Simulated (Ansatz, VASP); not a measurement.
# SnO: VASP beside Ansatz

INCAR

```
SYSTEM = SnO
  PREC = Accurate
  ENCUT = 600
  EDIFF = 1E-6
  ISMEAR = 0
  SIGMA = 0.15
  LREAL = .False.
  LASPH = .True.
  NELM = 120
  ALGO = Normal
  ISIF = 2
  LWAVE = .False.
  LCHARG = .True.
  GGA = PS
  IVDW = 12
  LELF = .True.
  LVHAR = .True.
  NBANDS = 28
  GGA_COMPAT = .False.
```

File KPOINTS:

```
regular mesh
0
Gamma
  12 12 10
  0 0 0
```

File POSCAR:

```
SnO
1.0
    3.7703910616      0.0000000000      0.0000000000
    0.0000000000      3.7703910616      0.0000000000
    0.0000000000      0.0000000000      4.5633702865
Sn O
2 2
Direct
    0.0000000000      0.5000000000      0.2532585894
    0.5000000000      0.0000000000      0.7467414106
   -0.0632954340     -0.0632954340      0.0000000000
    0.5000000000      0.5000000000      0.0000000000
```

Input for Ansatz:

```yaml
crystal:
  lattice:
    - [3.7703910616, 0.0, 0.0]
    - [0.0, 3.7703910616, 0.0]
    - [0.0, 0.0, 4.5633702865]
  atoms:
    - { symbol: Sn, position: [0.0, 0.5, 0.2532585894] }
    - { symbol: Sn, position: [0.5, 0.0, 0.7467414106] }
    - { symbol: O, position: [-0.063295434, -0.063295434, 0.0] }
    - { symbol: O, position: [0.5, 0.5, 0.0] }
basis:
  ecutwfc: 420
kpoints:
  mp_grid: { grid: [12, 12, 10] }
hamiltonian:
  xc: pbesol
  dispersion: d3bj
scf:
  occupations: { method: gaussian, width: 0.15 }
output:
  forces: true
  stress: true
  eigenvalues: true
  write_density: true
  write_potential: true
  elf: true
  volumetric_format: npy
```

Alike in both runs: task single point; functional PBEsol; dispersion D3(BJ); k mesh 12 × 12 × 10; occupations gaussian, width 0.15 eV; no spin polarisation.

```csv
,VASP,Ansatz
version,VASP 6.6.1,Ansatz 0.2.0
potentials or method,"VASP PAW PBE potentials, release 64 (Sn_d, O), cutoff 600 eV","scalar-relativistic, plane waves, PAW"
valence electrons in the cell,40,40
```

```tsv
	VASP	Ansatz	Ansatz less VASP
gap on the k mesh at the Fermi level (eV)	none	none	-
pressure (GPa)	4.2	4.0	-0.21
traceless stress, the component that is largest in VASP (GPa)	-3.26	-3.16	+0.101
rms of the force components (eV/Å)	1.179	1.162	-0.0164
```

VASP's potentials were made for PBE, not for PBEsol. Atom by atom the forces differ by 0.037 eV/Å (rms over components). A gap of «none» marks a metal or a gap that the smearing closes.
